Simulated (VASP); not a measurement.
# Ti3Al (Fm-3m) in VASP: notebook

Runs on Ti3Al. Level: PBEsol. Tasks: single point.

All numbers are computed with VASP 6.6.1; they aren't measurements. Logs are shortened: lines on timing, memory, paths and dates and some standing lists are left out, and cuts for length are marked.

**1. The cell of the first run**

It takes space group Fm-3m (No. 225, cubic). The conventional cell has a = 6.875 Å, b = 6.875 Å, c = 6.875 Å, α = 90.00°, β = 90.00°, γ = 90.00°. Ti (site symmetry -43m) has 10 Ti at 2.98 to 3.44 Å and 4 Al at 2.98 Å within 3.9 Å. Ti (site symmetry m-3m) has 8 Ti at 2.98 Å and 6 Al at 3.44 Å within 3.9 Å. Al (site symmetry m-3m) has 14 Ti at 2.98 to 3.44 Å within 3.9 Å.

**2. Single point, PBEsol, collinear spin (20.31 Å³/atom)**

INCAR reads:

```
SYSTEM = Ti3Al
  PREC = Accurate
  ENCUT = 520
  EDIFF = 1E-6
  ISMEAR = 0
  SIGMA = 0.15
  LREAL = .FALSE.
  LASPH = .TRUE.
  NELM = 150
  ALGO = Normal
  ISIF = 2
  LWAVE = .FALSE.
  LCHARG = .FALSE.
  ISPIN = 2
  MAGMOM = 0.2 0.2 0.2 0
  LORBIT = 11
  NUPDOWN = 0.6
  LMAXMIX = 4
  GGA = PS
  NBANDS = 32
```

KPOINTS reads:

```
Automatic mesh
0
G
  12 12 12
  0 0 0
```

POSCAR reads:

```
Ti3Al
1.0
    0.0000000000      3.4375311292      3.4375311292
    3.4375311292      0.0000000000      3.4375311292
    3.4375311292      3.4375311292      0.0000000000
Ti Al
3 1
Direct
    0.7500000000      0.7500000000      0.7500000000
    0.2500000000      0.2500000000      0.2500000000
    0.0000000000      0.0000000000      0.0000000000
    0.5000000000      0.5000000000      0.5000000000
```

Potentials or basis: VASP PAW PBE potentials, release 64 (Ti_sv, Al).

The run is started by

```bash
$ cat potpaw_PBE.64/Ti_sv/POTCAR potpaw_PBE.64/Al/POTCAR > POTCAR
$ mpirun -np 1 vasp_std > vasp.out
```

OUTCAR:

```text
SYSTEM = Ti3Al
   PREC = Accurate
   ENCUT = 520
   EDIFF = 1E-6
   ISMEAR = 0
   LREAL = .FALSE.
   LASPH = .TRUE.
   NELM = 150
   ISIF = 2
   ISPIN = 2
   LORBIT = 11
   NUPDOWN = 0.6
   GGA = PS

 ion  position               nearest neighbor table
   1  0.750  0.750  0.750-   4 2.98   4 2.98   4 2.98   4 2.98
   2  0.250  0.250  0.250-   4 2.98   4 2.98   4 2.98   4 2.98
   3  0.000  0.000  0.000-
   4  0.500  0.500  0.500-   2 2.98   2 2.98   2 2.98   1 2.98   2 2.98   1 2.98   1 2.98   1 2.98

  LATTYP: Found a face centered cubic cell.
 ALAT       =     6.8750622584

  Lattice vectors:

 A1 = (   0.0000000000,   3.4375311292,   3.4375311292)
 A2 = (   3.4375311292,   0.0000000000,   3.4375311292)
 A3 = (   3.4375311292,   3.4375311292,   0.0000000000)

Analysis of symmetry for initial positions (statically):
=====================================================================
 Subroutine PRICEL returns:
 Original cell was already a primitive cell.

 Routine SETGRP: Setting up the symmetry group for a
 face centered cubic supercell.

 Subroutine GETGRP returns: Found 48 space group operations
 (whereof 48 operations were pure point group operations)
 out of a pool of 48 trial point group operations.

The static configuration has the point symmetry O_h .

Analysis of symmetry for dynamics (positions and initial velocities):
=====================================================================
 Subroutine PRICEL returns:
 Original cell was already a primitive cell.

 Routine SETGRP: Setting up the symmetry group for a
 face centered cubic supercell.

 Subroutine GETGRP returns: Found 48 space group operations
 (whereof 48 operations were pure point group operations)
 out of a pool of 48 trial point group operations.

The dynamic configuration has the point symmetry O_h .

Analysis of structural, dynamic, and magnetic symmetry:
=====================================================================
 Subroutine PRICEL returns:
 Original cell was already a primitive cell.

 Routine SETGRP: Setting up the symmetry group for a
 face centered cubic supercell.

 Subroutine GETGRP returns: Found 48 space group operations
 (whereof 48 operations were pure point group operations)
 out of a pool of 48 trial point group operations.

The overall configuration has the point symmetry O_h .

 Subroutine INISYM returns: Found 48 space group operations
 (whereof 48 operations are pure point group operations),
 and found     1 'primitive' translations

----------------------------------------------------------------------------------------

                                     Primitive cell

  volume of cell :      81.2400

  direct lattice vectors                    reciprocal lattice vectors
     0.000000000  3.437531129  3.437531129    -0.145453228  0.145453228  0.145453228
     3.437531129  0.000000000  3.437531129     0.145453228 -0.145453228  0.145453228
     3.437531129  3.437531129  0.000000000     0.145453228  0.145453228 -0.145453228

  length of vectors
     4.861403144  4.861403144  4.861403144     0.251932381  0.251932381  0.251932381

  position of ions in fractional coordinates (direct lattice)
     0.750000000  0.750000000  0.750000000
     0.250000000  0.250000000  0.250000000
     0.000000000  0.000000000  0.000000000
     0.500000000  0.500000000  0.500000000

  ion indices of the primitive-cell ions
   primitive index   ion index
                 1           1
                 2           2
                 3           3
                 4           4

----------------------------------------------------------------------------------------

 KPOINTS: Automatic mesh

Automatic generation of k-mesh.
 Grid dimensions read from file:
 generate k-points for:   12   12   12

 Generating k-lattice:

  Cartesian coordinates                     Fractional coordinates (reciprocal lattice)
    -0.012121102  0.012121102  0.012121102     0.083333333  0.000000000  0.000000000
     0.012121102 -0.012121102  0.012121102     0.000000000  0.083333333  0.000000000
     0.012121102  0.012121102 -0.012121102     0.000000000  0.000000000  0.083333333

  Length of vectors
     0.020994365  0.020994365  0.020994365

  Shift w.r.t. Gamma in fractional coordinates (k-lattice)
     0.000000000  0.000000000  0.000000000

 Subroutine IBZKPT returns following result:
 ===========================================

 Found     72 irreducible k-points:

 Following reciprocal coordinates:
            Coordinates               Weight
  0.000000  0.000000  0.000000      1.000000
  0.083333  0.000000  0.000000      8.000000
  0.166667  0.000000  0.000000      8.000000
  0.250000  0.000000  0.000000      8.000000
  0.333333  0.000000  0.000000      8.000000
  0.416667  0.000000  0.000000      8.000000
[... 16 lines left out ...]
  0.500000  0.166667  0.000000     24.000000
 -0.416667  0.166667  0.000000     24.000000
 [... further k-points ...]
   k-points           NKPTS =     72   k-points in BZ     NKDIM =     72   number of bands    NBANDS=     32
   number of dos      NEDOS =    301   number of ions     NIONS =      4
   total plane-waves  NPLWV =  46656
   dimension x,y,z NGX =    36 NGY =   36 NGZ =   36
   dimension x,y,z NGXF=    72 NGYF=   72 NGZF=   72
   ions per type =               3   1
   NGX,Y,Z   is equivalent  to a cutoff of  12.31, 12.31, 12.31 a.u.
   NGXF,Y,Z  is equivalent  to a cutoff of  24.62, 24.62, 24.62 a.u.
 SYSTEM =  Ti3Al
   PREC   = accura    normal or accurate (medium, high low for compatibility)
   ISTART =      0    job   : 0-new  1-cont  2-samecut
   ICHARG =      2    charge: 1-file 2-atom 10-const
   ISPIN  =      2    spin polarized calculation?
   LNONCOLLINEAR =      F non collinear calculations
   LSORBIT =      F    spin-orbit coupling
   LASPH  =      T    aspherical Exc in radial PAW
   ENCUT  =  520.0 eV  38.22 Ry    6.18 a.u.   9.04  9.04  9.04*2*pi/ulx,y,z
   NELM   =    150;   NELMIN=  2; NELMDL= -5     # of ELM steps
   EDIFF  = 0.1E-05   stopping-criterion for ELM
   LREAL  =      F    real-space projection
   EDIFFG = 0.1E-04   stopping-criterion for IOM
   NSW    =      0    number of steps for IOM
   IBRION =     -1    ionic relax: 0-MD 1-quasi-New 2-CG
   NFREE  =      0    steps in history (QN), initial steepest desc. (CG)
   ISIF   =      2    stress and relaxation
   ISYM   =      2    0-nonsym 1-usesym 2-fastsym
   POTIM  = 0.5000    time-step for ionic-motion
   TEBEG  =    0.0;   TEEND  =   0.0 temperature during run
   PSTRESS=    0.0 pullay stress
   NELECT =      39.0000    total number of electrons
   NUPDOWN=       0.6000    fix difference up-down
   EMIN   =  10.00;   EMAX   =-10.00  energy-range for DOS
   EFERMI =   0.00;   METHOD = LEGACY
   ISMEAR =     0;   SIGMA  =   0.15  broadening in eV -4-tet -1-fermi 0-gaus
   EFERMI_NEDOS =   21; number of points for ismear=-14 and -15
   IALGO  =     38    algorithm
   IMIX   =      4    mixing-type and parameters
     AMIX     =   0.40;   BMIX     =  1.00
     AMIX_MAG =   1.60;   BMIX_MAG =  1.00
  volume/ion in A,a.u.               =      20.31       137.06
  Fermi-wavevector in a.u.,A,eV,Ry     =   1.281857  2.422359 22.356529  1.643158
  Thomas-Fermi vector in A             =   2.414203
   LORBIT       =     11    0 simple, 1 ext, 2 COOP (PROOUT), +10 PAW based schemes
   GGA     = PS    functional components
   LHFCALC =     F    Hartree Fock is set to
   AEXX    =    0.0000 exact exchange contribution
   IVDW    =     0    specifies the selected vdW correction
   LEPSILON=     F    determine dielectric tensor
   LRPA    =     F    only Hartree local field effects (RPA)
 spin polarized calculation
 Gauss-broadening in eV      SIGMA  =   0.15
  energy-cutoff  :      520.00
  volume of cell :       81.24
 maximum number of plane-waves:      2208
   NGX = 19   NGY = 19   NGZ = 19

 number of electron      38.9999982 magnetization       0.5999999

 Free energy of the ion-electron system (eV)
  ---------------------------------------------------
  ext. energy  EPLUGINS =         0.00000000
  ---------------------------------------------------
  free energy    TOTEN  =       -28.65017024 eV

  energy without entropy =      -28.55610075  energy(sigma->0) =      -28.60313549

 E-fermi :   6.3000     XC(G=0): -10.5536

 val. band max:        6.2960066508   @ k =   0.4167   0.0833   0.0000
 cond. band min:       6.1696162924   @ k =   0.4167   0.0833   0.0000
 fundamental gap:     -0.1263903584
 Fermi energy:         6.1685931531

 spin component 1

 k-point     1 :       0.0000    0.0000    0.0000
  band No.  band energies     occupation
      1     -50.5459      1.00000
      2     -50.5020      1.00000
      3     -50.4539      1.00000
      4     -26.9251      1.00000
      5     -26.9251      1.00000
      6     -26.9251      1.00000
[... 805 lines left out ...]
     30       9.6719      0.00000
     31       9.9169      0.00000

 [... further k-points ...]

 spin component 2

 k-point     1 :       0.0000    0.0000    0.0000
  band No.  band energies     occupation
      1     -50.5579      1.00000
      2     -50.5404      1.00000
      3     -49.9766      1.00000
      4     -26.9068      1.00000
      5     -26.9068      1.00000
      6     -26.9068      1.00000
[... 805 lines left out ...]
     30       9.7761      0.00000
     31       9.9828      0.00000

 [... further k-points ...]

 [bands above 31 left out]

------------------------ aborting loop because EDIFF is reached ----------------------------------------

  FORCE on cell =-STRESS in cart. coord.  units (eV):
  Direction    XX          YY          ZZ          XY          YZ          ZX
  --------------------------------------------------------------------------------------
  -------------------------------------------------------------------------------------
  Total       -8.8460594     -8.8460594     -8.8460594      0.0000000     -0.0000000     -0.0000000
  in kB     -174.4578504   -174.4578504   -174.4578504      0.0000000     -0.0000000     -0.0000000
  external PRESSURE =    -174.4578504 kB  Pullay stress =       0.0000000 kB

 VOLUME and BASIS-vectors are now :
 -----------------------------------------------------------------------------
  energy-cutoff  :      520.00
  volume of cell :       81.24
      direct lattice vectors                 reciprocal lattice vectors
     0.000000000  3.437531129  3.437531129    -0.145453228  0.145453228  0.145453228
     3.437531129  0.000000000  3.437531129     0.145453228 -0.145453228  0.145453228
     3.437531129  3.437531129  0.000000000     0.145453228  0.145453228 -0.145453228

 POSITION                                       TOTAL-FORCE (eV/Angst)
 -----------------------------------------------------------------------------------
      5.15630      5.15630      5.15630        -0.000000     -0.000000     -0.000000
      1.71877      1.71877      1.71877         0.000000     -0.000000      0.000000
      0.00000      0.00000      0.00000         0.000000      0.000000     -0.000000
      3.43753      3.43753      3.43753         0.000000      0.000000     -0.000000
 -----------------------------------------------------------------------------------
    total drift:                                0.000000      0.000000      0.000000

  FREE ENERGIE OF THE ION-ELECTRON SYSTEM (eV)
  ---------------------------------------------------
  free  energy   TOTEN  =       -28.6501702363 eV

  energy  without entropy=      -28.5561007453  energy(sigma->0) =      -28.60313549

 total charge

# of ion       s       p       d       tot
------------------------------------------
    1        2.186   6.083   1.809  10.077
    2        2.186   6.083   1.809  10.077
    3        2.219   6.059   1.862  10.140
    4        0.394   0.348   0.000   0.742
--------------------------------------------------
tot          6.984  18.573   5.479  31.037

 magnetization (x)

# of ion       s       p       d       tot
------------------------------------------
    1       -0.001   0.007  -0.042  -0.035
    2       -0.001   0.007  -0.042  -0.035
    3        0.008   0.006   0.535   0.549
    4       -0.002  -0.006   0.000  -0.009
--------------------------------------------------
tot          0.004   0.013   0.452   0.469
```

Wall time 4.1 min (1 thread of Intel Xeon Platinum 8488C (Sapphire Rapids), shared host); peak memory 0.41 GiB.

Results:

```yaml
Free_energy: -28.6502 eV
Pressure: -17.4 GPa
Net_moment: 0.60 μB per cell
Site_moments: Ti -0.04, +0.55 (each value once); Al -0.01 μB
Valence_electrons_inside_the_program's_atomic_spheres: Ti 10.08, 10.14 (each value once); Al 0.74
```

Caveat: the cell stands under tension; the PAW data sets were made with another functional, which shifts forces and pressure a little; the total moment is fixed, so each spin has its own Fermi level.

**3. Single point, PBEsol, collinear spin (19.29 Å³/atom)**

This run uses another cell than the first one, of 19.29 Å³/atom.

INCAR reads:

```
SYSTEM = Ti3Al
PREC     = Accurate       ! precision mode
ENCUT    = 520            ! plane-wave cutoff, eV
EDIFF    = 1E-7           ! SCF threshold, eV
ISMEAR   = 0              ! smearing method
SIGMA    = 0.15           ! smearing width, eV
LREAL    = .False.        ! projectors in reciprocal space
LASPH    = .True.         ! aspherical terms in the spheres
NELM     = 150            ! most SCF steps
ALGO     = Fast           ! electronic algorithm
ISIF     = 2              ! what is computed and relaxed
LWAVE    = .False.        ! write WAVECAR
LCHARG   = .True.         ! write CHGCAR
ISPIN    = 2              ! spin polarisation
MAGMOM   = 0.1 0.1 0.1 0  ! initial moments
LORBIT   = 11             ! projections on sites
NUPDOWN  = 0.3            ! fixed moment
LMAXMIX  = 4              ! l up to which the mixer works
GGA      = PS             ! functional
LELF     = .True.         ! ELF
LVHAR    = .True.       
NBANDS   = 32             ! bands
```

KPOINTS reads:

```
regular mesh
0
Gamma
  12 12 12
  0 0 0
```

POSCAR reads:

```
Ti3Al
1.0
    0.0000000000      3.3792274415      3.3792274415
    3.3792274415      0.0000000000      3.3792274415
    3.3792274415      3.3792274415      0.0000000000
Ti Al
3 1
Direct
    0.7500000000      0.7500000000      0.7500000000
    0.2500000000      0.2500000000      0.2500000000
    0.0000000000      0.0000000000      0.0000000000
    0.5000000000      0.5000000000      0.5000000000
```

Potentials or basis: VASP PAW PBE potentials, release 64 (Ti_sv, Al).

The run is started by

```bash
$ cat potpaw_PBE.64/Ti_sv/POTCAR potpaw_PBE.64/Al/POTCAR > POTCAR
$ mpirun -np 1 vasp_std > vasp.out
```

Run time: 79 min. Hardware: 1 thread of AMD EPYC, shared host; peak memory 0.38 GiB.

Results (log left out):

```yaml
Free_energy: -29.0485 eV
Pressure: -15.1 GPa
Net_moment: 0.30 μB per cell
Site_moments: Ti -0.02, +0.27 (each value once); Al -0.00 μB
Valence_electrons_inside_the_program's_atomic_spheres: Ti 10.12, 10.18 (each value once); Al 0.76
```

Caveat: the cell stands under tension; the PAW data sets were made with another functional, which shifts forces and pressure a little; the total moment is fixed, so each spin has its own Fermi level.
